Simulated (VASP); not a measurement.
A run of VASP 6.6.1 is set up as follows.

INCAR

```
ALGO = Normal
EDIFF = 1E-7
ENCUT = 520
GGA = PE
ISIF = 2
ISMEAR = -1
LASPH = T
LCHARG = F
LREAL = F
LWAVE = F
NBANDS = 15
NELM = 100
PREC = Accurate
SIGMA = 0.05
```

KPOINTS

```
k-points
0
Gamma
  8 8 7
```

File POSCAR:

```
PtSe
1.0
    3.7263867420      0.0000000000      0.0000000000
   -1.8631933660      3.2271455856      0.0000000000
    0.0000000000      0.0000000000      3.6367688335
Pt Se
1 1
Direct
    0.0000000000      0.0000000000      0.0000000000
    0.6666666667      0.3333333333      0.5000000000
```

Potentials or basis: VASP PAW PBE potentials, release 64 (Pt, Se).

The run is started by

```console
$ cat potpaw_PBE.64/Pt/POTCAR potpaw_PBE.64/Se/POTCAR > POTCAR
$ mpirun -np 1 vasp_std > vasp.out
```

Q: What does it give for the pressure?

A: -12.7 GPa.

Q: Estimate the band gap on the k mesh.

A: Zero (band 8 reaches 6.13 eV, above the bottom of band 9 at 5.31 eV).

Stress tensor (GPa, compression positive):
```
-10.97   0.00   0.00
  0.00 -10.97   0.00
  0.00   0.00 -16.14
```

Caveat: spin-orbit coupling is left out, which moves the levels of the heavy elements.
